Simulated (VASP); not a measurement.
A run of VASP 6.6.1:

INCAR

```
SYSTEM = Ti
PREC = Accurate
ENCUT = 500
EDIFF = 1E-6
ISMEAR = 0
SIGMA = 0.1
LREAL = .FALSE.
LASPH = .TRUE.
NELM = 120
ALGO = Normal
ISIF = 2
LWAVE = .FALSE.
LCHARG = .FALSE.
GGA = PE
IVDW = 12
NBANDS = 12
GGA_COMPAT = .FALSE.
```

File KPOINTS:

```
regular mesh
0
G
  8 8 8
  0 0 0
```

Contents of POSCAR:

```
Ti
1.0
    0.0000000000      2.0300000000      2.0300000000
    2.0300000000      0.0000000000      2.0300000000
    2.0300000000      2.0300000000      0.0000000000
Ti
1
Direct
    0.0000000000      0.0000000000      0.0000000000
```

Potentials or basis: VASP PAW PBE potentials, release 64 (Ti_sv).

Launch:

```sh
$ cat potpaw_PBE.64/Ti_sv/POTCAR > POTCAR
$ mpirun -np 1 vasp_std > vasp.out
```

Hardware: 1 thread of Intel Xeon 8259CL, on a shared host.

Q: How long does it take, and how much memory?

A: Run time: 7.2 s on 1 thread of Intel Xeon 8259CL, on a shared host, peak memory 0.15 GiB. Counts: scf iterations 12, k points 29.
